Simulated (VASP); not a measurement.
Runs of VASP 6.6.1 on MgO. The structure is that of space group Pm-3m (No. 221), or close to it. The cells are those of the table. 

| level | cell | k mesh | smearing | grid for exact exchange (PRECFOCK) | share of exact exchange | screening parameter | gap on the mesh (eV) | pressure (GPa) |
| --- | --- | --- | --- | --- | --- | --- | --- | --- |
| r2SCAN | a = 2.633, b = 2.633, c = 2.623 Å, 2 atoms | 10 × 10 × 10 | gaussian 0.01 eV | - | - | - | (c) | (a) |
| PBE | a = 2.539, b = 2.539, c = 2.605 Å, 2 atoms | 10 × 10 × 10 | fermi-dirac 0.02 eV | - | - | - | 3.20 | 19.2 |
| PBE | a = 2.633, b = 2.633, c = 2.623 Å, 2 atoms | 10 × 10 × 10 | fermi-dirac 0.02 eV | - | - | - | 2.52 | 4.3 |
| r2SCAN | a = 2.539, b = 2.539, c = 2.605 Å, 2 atoms | 10 × 10 × 10 | gaussian 0.01 eV | - | - | - | (b) | 12.0 |
| HSE06 | a = 2.539, b = 2.539, c = 2.605 Å, 2 atoms | 6 × 6 × 6 | gaussian 0.01 eV | Normal | 0.25 | 0.2079 1/Å | 4.80 | 12.1 |

Alike in all rows: task single point; potentials or basis VASP PAW PBE potentials, release 64 (Mg, O); no spin polarisation; cutoff (eV) 520.

Problem. Fill in the values left out.

Solution. (a) -2.3; (b) 4.06; (c) 3.35.

Caveats: the structure was generated, so it needn't be the stable form of MgO; the PAW data sets were made with another functional, which shifts forces and pressure a little (at least some runs); the stress differs along the axes, from -1 to 19 GPa (at least some runs); the stress differs along the axes, from 6 to 26 GPa (at least some runs); the cell stands under pressure (at least some runs).

A k mesh can miss the band edges.
